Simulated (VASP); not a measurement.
In2O3, 10 atoms in the cell. Symmetry: R-3c, No. 167, trigonal system. The conventional cell has a = 5.618 Å, b = 5.618 Å, c = 14.272 Å, α = 90.00°, β = 90.00°, γ = 120.00°. Within 2.8 Å of In (site symmetry 3) lie 6 O at 2.15 to 2.27 Å. O (site symmetry 2) has 4 In at 2.15 to 2.27 Å and 8 O at 2.88 to 3.10 Å within 3.1 Å.  This cell differs from its parent crystal: epitaxial xy strain +2.0%.

```yaml
Program: VASP 6.6.1
Task: single point
Functional: PBE
Potentials_or_basis: VASP PAW PBE potentials, release 64 (In_d, O)
Cutoff: 520 eV
k_mesh: 6 × 6 × 6
Occupations: fermi-dirac, width 0.02 eV
Spin: no spin polarisation
Dipole_correction: no
Further_INCAR_settings: ALGO = Normal; EDIFF = 1e-06; NBANDS = 55
```

Potentials or basis: VASP PAW PBE potentials, release 64 (In_d, O).

Run with:

```bash
$ cat potpaw_PBE.64/In_d/POTCAR potpaw_PBE.64/O/POTCAR > POTCAR
$ mpirun -np 1 vasp_std > vasp.out
```

Hardware: 1 thread of Intel(R) Xeon(R) Platinum 8559C (Emerald Rapids) (shared host).

Problem. Estimate the wall time of this run.

Solution. Wall time 3 min on 1 thread of Intel(R) Xeon(R) Platinum 8559C (Emerald Rapids) (shared host), peak memory 0.38 GiB. Counts: scf iterations 15, k points 32.
